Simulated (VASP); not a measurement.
# AgCl in VASP: a series of runs

AgCl is run at these levels: PBE; tasks: single point.

Program: VASP 6.6.1. These are calculated values, not measurements. Logs are shortened: lines on timing, memory, paths and dates and some standing lists are left out, and cuts for length are marked.

### Step 1. The cell of the first run

The structure is cubic, space group Pm-3m (No. 221). The conventional cell has a = 3.578 Å, b = 3.578 Å, c = 3.578 Å, α = 90.00°, β = 90.00°, γ = 90.00°. Ag (site symmetry m-3m) has 8 Cl at 3.10 Å and 6 Ag at 3.58 Å within 4.1 Å. Cl (site symmetry m-3m) has 8 Ag at 3.10 Å and 6 Cl at 3.58 Å within 4.1 Å.

### Step 2. Single point, PBE (strain +5.4%)

Contents of INCAR:

```
SYSTEM = AgCl
PREC = Accurate
ENCUT = 520
EDIFF = 1E-6
ISMEAR = -1
SIGMA = 0.02
LREAL = .False.
LASPH = .True.
NELM = 60
ALGO = Normal
ISIF = 2
LWAVE = .False.
LCHARG = .False.
GGA = PE
NBANDS = 16
```

Contents of KPOINTS:

```
regular mesh
0
Gamma
  8 8 8
  0 0 0
```

Contents of POSCAR:

```
AgCl
1.0
    3.5775915610      0.0000000000      0.0000000000
    0.0000000000      3.5775915610      0.0000000000
    0.0000000000      0.0000000000      3.5775915610
Ag Cl
1 1
Direct
    0.0000000000      0.0000000000      0.0000000000
    0.5000000000      0.5000000000      0.5000000000
```

Potentials or basis: VASP PAW PBE potentials, release 64 (Ag, Cl).

Started as:

```
cat potpaw_PBE.64/Ag/POTCAR potpaw_PBE.64/Cl/POTCAR > POTCAR
mpirun -np 1 vasp_std > vasp.out
```

OUTCAR:

```text
SYSTEM = AgCl
   PREC = Accurate
   ENCUT = 520
   EDIFF = 1E-6
   ISMEAR = -1
   LREAL = .False.
   LASPH = .True.
   NELM = 60
   ISIF = 2
   GGA = PE

 ion  position               nearest neighbor table
   1  0.000  0.000  0.000-   2 3.10   2 3.10   2 3.10   2 3.10   2 3.10   2 3.10   2 3.10   2 3.10

   2  0.500  0.500  0.500-   1 3.10   1 3.10   1 3.10   1 3.10   1 3.10   1 3.10   1 3.10   1 3.10

  LATTYP: Found a simple cubic cell.
 ALAT       =     3.5775915610

  Lattice vectors:

 A1 = (   3.5775915610,   0.0000000000,   0.0000000000)
 A2 = (   0.0000000000,   3.5775915610,   0.0000000000)
 A3 = (   0.0000000000,   0.0000000000,   3.5775915610)

Analysis of symmetry for initial positions (statically):
=====================================================================
 Subroutine PRICEL returns:
 Original cell was already a primitive cell.

 Routine SETGRP: Setting up the symmetry group for a
 simple cubic supercell.

 Subroutine GETGRP returns: Found 48 space group operations
 (whereof 48 operations were pure point group operations)
 out of a pool of 48 trial point group operations.

The static configuration has the point symmetry O_h .

Analysis of symmetry for dynamics (positions and initial velocities):
=====================================================================
 Subroutine PRICEL returns:
 Original cell was already a primitive cell.

 Routine SETGRP: Setting up the symmetry group for a
 simple cubic supercell.

 Subroutine GETGRP returns: Found 48 space group operations
 (whereof 48 operations were pure point group operations)
 out of a pool of 48 trial point group operations.

The dynamic configuration has the point symmetry O_h .

 Subroutine INISYM returns: Found 48 space group operations
 (whereof 48 operations are pure point group operations),
 and found     1 'primitive' translations

----------------------------------------------------------------------------------------

                                     Primitive cell

  volume of cell :      45.7902

  direct lattice vectors                    reciprocal lattice vectors
     3.577591561  0.000000000  0.000000000     0.279517654  0.000000000  0.000000000
     0.000000000  3.577591561  0.000000000     0.000000000  0.279517654  0.000000000
     0.000000000  0.000000000  3.577591561     0.000000000  0.000000000  0.279517654

  length of vectors
     3.577591561  3.577591561  3.577591561     0.279517654  0.279517654  0.279517654

  position of ions in fractional coordinates (direct lattice)
     0.000000000  0.000000000  0.000000000
     0.500000000  0.500000000  0.500000000

[... 77 lines left out ...]
   LREAL  =      F    real-space projection
   EDIFFG = 0.1E-04   stopping-criterion for IOM
   NSW    =      0    number of steps for IOM
   IBRION =     -1    ionic relax: 0-MD 1-quasi-New 2-CG
   NFREE  =      0    steps in history (QN), initial steepest desc. (CG)
   ISIF   =      2    stress and relaxation
   ISYM   =      2    0-nonsym 1-usesym 2-fastsym
   POTIM  = 0.5000    time-step for ionic-motion
   TEBEG  =    0.0;   TEEND  =   0.0 temperature during run
   PSTRESS=    0.0 pullay stress
   NELECT =      18.0000    total number of electrons
   NUPDOWN=      -1.0000    fix difference up-down
   EMIN   =  10.00;   EMAX   =-10.00  energy-range for DOS
   EFERMI =   0.00;   METHOD = LEGACY
   ISMEAR =    -1;   SIGMA  =   0.02  broadening in eV -4-tet -1-fermi 0-gaus
   EFERMI_NEDOS =   21; number of points for ismear=-14 and -15
   IALGO  =     38    algorithm
   IMIX   =      4    mixing-type and parameters
     AMIX     =   0.40;   BMIX     =  1.00
     AMIX_MAG =   1.60;   BMIX_MAG =  1.00
  volume/ion in A,a.u.               =      22.90       154.50
  Fermi-wavevector in a.u.,A,eV,Ry     =   1.199246  2.266246 19.567773  1.438191
  Thomas-Fermi vector in A             =   2.335114
   LORBIT       =      0    0 simple, 1 ext, 2 COOP (PROOUT), +10 PAW based schemes
   GGA     = PE    functional components
   LHFCALC =     F    Hartree Fock is set to
   AEXX    =    0.0000 exact exchange contribution
   IVDW    =     0    specifies the selected vdW correction
   LEPSILON=     F    determine dielectric tensor
   LRPA    =     F    only Hartree local field effects (RPA)
 non-spin polarized calculation
  energy-cutoff  :      520.00
  volume of cell :       45.79
 maximum number of plane-waves:      1245
 NGX is ok and might be reduce to    28
   NGX = 13   NGY = 13   NGZ = 13

 number of electron      17.9999999 magnetization

 Free energy of the ion-electron system (eV)
  ---------------------------------------------------
  ext. energy  EPLUGINS =         0.00000000
  ---------------------------------------------------
  free energy    TOTEN  =        -5.03909471 eV

  energy without entropy =       -5.03909470  energy(sigma->0) =       -5.03909470

 E-fermi :   2.7774     XC(G=0):  -9.7422

 val. band max:        2.4724010599   @ k =   0.5000   0.0000   0.0000
 cond. band min:       3.0441182372   @ k =   0.0000   0.0000   0.0000
 fundamental gap:      0.5717171773
 Fermi energy:         2.7774402437

 k-point     1 :       0.0000    0.0000    0.0000
  band No.  band energies     occupation
      1     -11.4102      2.00000
      2       0.1742      2.00000
      3       0.1742      2.00000
      4       0.8905      2.00000
      5       0.8905      2.00000
      6       0.8905      2.00000
[... 433 lines left out ...]
      3      -0.4447      2.00000
      4       0.4541      2.00000
      5       0.4960      2.00000
      6       0.8174      2.00000
[... 8 lines left out ...]
     15      16.3463      0.00000
     16      17.0810      0.00000

 [... further k-points ...]

------------------------ aborting loop because EDIFF is reached ----------------------------------------

  FORCE on cell =-STRESS in cart. coord.  units (eV):
  Direction    XX          YY          ZZ          XY          YZ          ZX
  --------------------------------------------------------------------------------------
  -------------------------------------------------------------------------------------
  Total       -1.2372784     -1.2372784     -1.2372784     -0.0000000      0.0000000      0.0000000
  in kB      -43.2918103    -43.2918103    -43.2918103     -0.0000000      0.0000000      0.0000000
  external PRESSURE =     -43.2918103 kB  Pullay stress =       0.0000000 kB

 VOLUME and BASIS-vectors are now :
 -----------------------------------------------------------------------------
  energy-cutoff  :      520.00
  volume of cell :       45.79
      direct lattice vectors                 reciprocal lattice vectors
     3.577591561  0.000000000  0.000000000     0.279517654  0.000000000  0.000000000
     0.000000000  3.577591561  0.000000000     0.000000000  0.279517654  0.000000000
     0.000000000  0.000000000  3.577591561     0.000000000  0.000000000  0.279517654

 POSITION                                       TOTAL-FORCE (eV/Angst)
 -----------------------------------------------------------------------------------
      0.00000      0.00000      0.00000         0.000000      0.000000      0.000000
      1.78880      1.78880      1.78880         0.000000      0.000000      0.000000
 -----------------------------------------------------------------------------------
    total drift:                               -0.000000      0.000000      0.000000

  FREE ENERGIE OF THE ION-ELECTRON SYSTEM (eV)
  ---------------------------------------------------
  free  energy   TOTEN  =        -5.0390947053 eV

  energy  without entropy=       -5.0390947014  energy(sigma->0) =       -5.03909470
```

OSZICAR:

```text
N       E                     dE             d eps       ncg     rms          rms(c)
DAV:   1     0.974566267569E+02    0.97457E+02   -0.85890E+03  1144   0.101E+03
DAV:   2    -0.175075493570E+01   -0.99207E+02   -0.90541E+02  1424   0.215E+02
DAV:   3    -0.536282643616E+01   -0.36121E+01   -0.36035E+01  1288   0.431E+01
DAV:   4    -0.538813030892E+01   -0.25304E-01   -0.25302E-01  1512   0.394E+00
DAV:   5    -0.538846284493E+01   -0.33254E-03   -0.33254E-03  1328   0.442E-01    0.394E+00
DAV:   6    -0.505526969617E+01    0.33319E+00   -0.38185E-01  1360   0.835E+00    0.273E+00
DAV:   7    -0.504373950427E+01    0.11530E-01   -0.14507E-01  1224   0.262E+00    0.171E+00
DAV:   8    -0.503951381814E+01    0.42257E-02   -0.96815E-03  1224   0.958E-01    0.336E-01
DAV:   9    -0.503901203714E+01    0.50178E-03   -0.97630E-04  1456   0.496E-01    0.742E-02
DAV:  10    -0.503907843612E+01   -0.66399E-04   -0.24687E-04  1304   0.154E-01    0.589E-02
DAV:  11    -0.503909518511E+01   -0.16749E-04   -0.16267E-05  1256   0.323E-02    0.157E-02
DAV:  12    -0.503909470532E+01    0.47979E-06   -0.52537E-07   992   0.593E-03
   1 F= -.50390947E+01 E0= -.50390947E+01  d E =-.395814E-08
```

It took 11 s on 1 thread of Intel Xeon Platinum 8488C (Sapphire Rapids), shared host; peak memory 0.17 GiB.

What came out:

| Property | Result |
| --- | --- |
| Free energy | -5.0391 eV |
| Pressure | -4.3 GPa |
| Band gap on the k mesh | 0.57 eV (least direct gap 1.71 eV) |

Caveat: the cell differs from its parent crystal (strain +5.4%); the cell stands under tension.

### Step 3. Single point, PBE (strain along [111] -0.3%)

Contents of INCAR:

```
SYSTEM = AgCl
  PREC = Accurate
  ENCUT = 520
  EDIFF = 1E-6
  ISMEAR = -1
  SIGMA = 0.02
  LREAL = .False.
  LASPH = .True.
  NELM = 60
  ALGO = Normal
  ISIF = 2
  LWAVE = .False.
  LCHARG = .False.
  GGA = PE
  NBANDS = 16
```

Contents of KPOINTS:

```
Automatic mesh
0
Gamma
  8 8 8
  0 0 0
```

Contents of POSCAR:

```
AgCl
1.0
    3.3917397088     -0.0038483331     -0.0038483331
   -0.0038483331      3.3917397088     -0.0038483331
   -0.0038483331     -0.0038483331      3.3917397088
Ag Cl
1 1
Direct
    0.0000000000      0.0000000000      0.0000000000
    0.5000000000      0.5000000000      0.5000000000
```

Potentials or basis: VASP PAW PBE potentials, release 64 (Ag, Cl).

Started as:

```
cat potpaw_PBE.64/Ag/POTCAR potpaw_PBE.64/Cl/POTCAR > POTCAR
mpirun -np 1 vasp_std > vasp.out
```

OUTCAR:

```text
SYSTEM = AgCl
   PREC = Accurate
   ENCUT = 520
   EDIFF = 1E-6
   ISMEAR = -1
   LREAL = .False.
   LASPH = .True.
   NELM = 60
   ISIF = 2
   GGA = PE

 ion  position               nearest neighbor table
   1  0.000  0.000  0.000-   2 2.93   2 2.93   2 2.94   2 2.94   2 2.94   2 2.94   2 2.94   2 2.94

   2  0.500  0.500  0.500-   1 2.93   1 2.93   1 2.94   1 2.94   1 2.94   1 2.94   1 2.94   1 2.94

  LATTYP: Found a trigonal (rhomboedric) cell.
 ALAT       =     3.3917440752
 COS(alpha) =    -0.0022679453

  Lattice vectors:

 A1 = (   3.3917397088,  -0.0038483331,  -0.0038483331)
 A2 = (  -0.0038483331,   3.3917397088,  -0.0038483331)
 A3 = (  -0.0038483331,  -0.0038483331,   3.3917397088)

Analysis of symmetry for initial positions (statically):
=====================================================================
 Subroutine PRICEL returns:
 Original cell was already a primitive cell.

 Routine SETGRP: Setting up the symmetry group for a
 trigonal (rhombohedral) supercell.

 Subroutine GETGRP returns: Found 12 space group operations
 (whereof 12 operations were pure point group operations)
 out of a pool of 12 trial point group operations.

The static configuration has the point symmetry D_3d.

Analysis of symmetry for dynamics (positions and initial velocities):
=====================================================================
 Subroutine PRICEL returns:
 Original cell was already a primitive cell.

 Routine SETGRP: Setting up the symmetry group for a
 trigonal (rhombohedral) supercell.

 Subroutine GETGRP returns: Found 12 space group operations
 (whereof 12 operations were pure point group operations)
 out of a pool of 12 trial point group operations.

The dynamic configuration has the point symmetry D_3d.

 Subroutine INISYM returns: Found 12 space group operations
 (whereof 12 operations are pure point group operations),
 and found     1 'primitive' translations

----------------------------------------------------------------------------------------
[... 113 lines left out ...]
     AMIX_MAG =   1.60;   BMIX_MAG =  1.00
  volume/ion in A,a.u.               =      19.51       131.65
  Fermi-wavevector in a.u.,A,eV,Ry     =   1.264961  2.390429 21.771031  1.600126
  Thomas-Fermi vector in A             =   2.398239
   LORBIT       =      0    0 simple, 1 ext, 2 COOP (PROOUT), +10 PAW based schemes
   GGA     = PE    functional components
   LHFCALC =     F    Hartree Fock is set to
   AEXX    =    0.0000 exact exchange contribution
   IVDW    =     0    specifies the selected vdW correction
   LEPSILON=     F    determine dielectric tensor
   LRPA    =     F    only Hartree local field effects (RPA)
 non-spin polarized calculation
  energy-cutoff  :      520.00
  volume of cell :       39.02
 maximum number of plane-waves:      1066
 NGX is ok and might be reduce to    28
   NGX = 13   NGY = 13   NGZ = 13

 number of electron      18.0000001 magnetization

 Free energy of the ion-electron system (eV)
  ---------------------------------------------------
  ext. energy  EPLUGINS =         0.00000000
  ---------------------------------------------------
  free energy    TOTEN  =        -5.11525998 eV

  energy without entropy =       -5.11525998  energy(sigma->0) =       -5.11525998

 E-fermi :   4.6671     XC(G=0): -10.5838

 val. band max:        4.3619924811   @ k =   0.5000  -0.0000   0.0000
 cond. band min:       4.9408985652   @ k =   0.0000   0.0000   0.0000
 fundamental gap:      0.5789060841
 Fermi energy:         4.6671235555

 k-point     1 :       0.0000    0.0000    0.0000
  band No.  band energies     occupation
      1     -10.4494      2.00000
      2       1.4831      2.00000
      3       1.4831      2.00000
      4       2.4948      2.00000
      5       2.4986      2.00000
      6       2.4986      2.00000
[... 433 lines left out ...]
      3       1.1493      2.00000
      4       1.6006      2.00000
      5       1.7799      2.00000
      6       2.3923      2.00000
[... 8 lines left out ...]
     15      18.8968      0.00000
     16      21.1621      0.00000

 [... further k-points ...]

------------------------ aborting loop because EDIFF is reached ----------------------------------------

  FORCE on cell =-STRESS in cart. coord.  units (eV):
  Direction    XX          YY          ZZ          XY          YZ          ZX
  --------------------------------------------------------------------------------------
  -------------------------------------------------------------------------------------
  Total        0.4023206      0.4023206      0.4023206     -0.0060297     -0.0060297     -0.0060297
  in kB       16.5202649     16.5202649     16.5202649     -0.2475925     -0.2475925     -0.2475925
  external PRESSURE =      16.5202649 kB  Pullay stress =       0.0000000 kB

 VOLUME and BASIS-vectors are now :
 -----------------------------------------------------------------------------
  energy-cutoff  :      520.00
  volume of cell :       39.02
      direct lattice vectors                 reciprocal lattice vectors
     3.391739709 -0.003848333 -0.003848333     0.294834705  0.000334905  0.000334905
    -0.003848333  3.391739709 -0.003848333     0.000334905  0.294834705  0.000334905
    -0.003848333 -0.003848333  3.391739709     0.000334905  0.000334905  0.294834705

 POSITION                                       TOTAL-FORCE (eV/Angst)
 -----------------------------------------------------------------------------------
      0.00000      0.00000      0.00000         0.000000      0.000000     -0.000000
      1.69202      1.69202      1.69202        -0.000000     -0.000000      0.000000
 -----------------------------------------------------------------------------------
    total drift:                               -0.000000      0.000000      0.000000

  FREE ENERGIE OF THE ION-ELECTRON SYSTEM (eV)
  ---------------------------------------------------
  free  energy   TOTEN  =        -5.1152599809 eV

  energy  without entropy=       -5.1152599781  energy(sigma->0) =       -5.11525998
```

OSZICAR:

```text
N       E                     dE             d eps       ncg     rms          rms(c)
DAV:   1     0.101817684879E+03    0.10182E+03   -0.88389E+03  2104   0.103E+03
DAV:   2    -0.177892098526E+01   -0.10360E+03   -0.94924E+02  2672   0.226E+02
DAV:   3    -0.538481624157E+01   -0.36059E+01   -0.35980E+01  2528   0.444E+01
DAV:   4    -0.540796649851E+01   -0.23150E-01   -0.23149E-01  2648   0.389E+00
DAV:   5    -0.540823968970E+01   -0.27319E-03   -0.27319E-03  2600   0.411E-01    0.597E+00
DAV:   6    -0.512762976115E+01    0.28061E+00   -0.35516E-01  2504   0.857E+00    0.399E+00
DAV:   7    -0.511871113009E+01    0.89186E-02   -0.13639E-01  2264   0.246E+00    0.217E+00
DAV:   8    -0.511549244900E+01    0.32187E-02   -0.70587E-03  2384   0.854E-01    0.403E-01
DAV:   9    -0.511522660710E+01    0.26584E-03   -0.68169E-04  2688   0.386E-01    0.522E-02
DAV:  10    -0.511525356165E+01   -0.26955E-04   -0.11282E-04  2328   0.111E-01    0.428E-02
DAV:  11    -0.511526020543E+01   -0.66438E-05   -0.61819E-06  2416   0.213E-02    0.678E-03
DAV:  12    -0.511525998087E+01    0.22455E-06   -0.71280E-07  1592   0.753E-03
   1 F= -.51152600E+01 E0= -.51152600E+01  d E =-.278385E-08
```

Run time: 20 s. Hardware: 1 thread of Intel Xeon Platinum 8488C (Sapphire Rapids), shared host; peak memory 0.18 GiB.

What came out:

```yaml
Free_energy: -5.1153 eV
Pressure: 1.7 GPa
Band_gap_on_the_k_mesh: 0.58 eV (least direct gap 2.20 eV)
```

Caveat: the cell differs from its parent crystal (strain along [111] -0.3%). A k mesh can miss the band edges.
